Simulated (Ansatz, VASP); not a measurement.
**CaO: VASP beside Ansatz**

```
Ca O
1.0
     0.00000    2.44900    2.44900
     2.44900    0.00000    2.44900
     2.44900    2.44900    0.00000
Ca O
1 1
Cartesian
  0.0000 0.0000 0.0000
  2.4490 2.4490 2.4490
```

Alike in both runs: task relaxation of cell and atoms; functional LDA; k mesh 8 × 8 × 8; occupations gaussian, width 0.1 eV; no spin polarisation.

|  | VASP | Ansatz |
| --- | --- | --- |
| version | VASP 6.6.1 | Ansatz 0.2.0 |
| potentials or method | VASP PAW LDA potentials, release 64 (Ca_sv, O), cutoff 600 eV | scalar-relativistic, plane waves, PAW |
| valence electrons in the cell | 16 | 16 |

Ansatz gave:

- gap on the k mesh at the Fermi level, each at its own relaxed structure (eV): 3.45
- relaxed volume (Å³/atom): 13.09
- relaxed cell length with the largest relative difference (Å): 3.333

Q: What did VASP give for the same quantities?

A: gap on the k mesh at the Fermi level, each at its own relaxed structure (eV): 3.43; relaxed volume (Å³/atom): 13.12; relaxed cell length with the largest relative difference (Å): 3.336.

LDA's correlation is that of Perdew and Zunger in VASP and of Perdew and Wang (1992) in Ansatz.
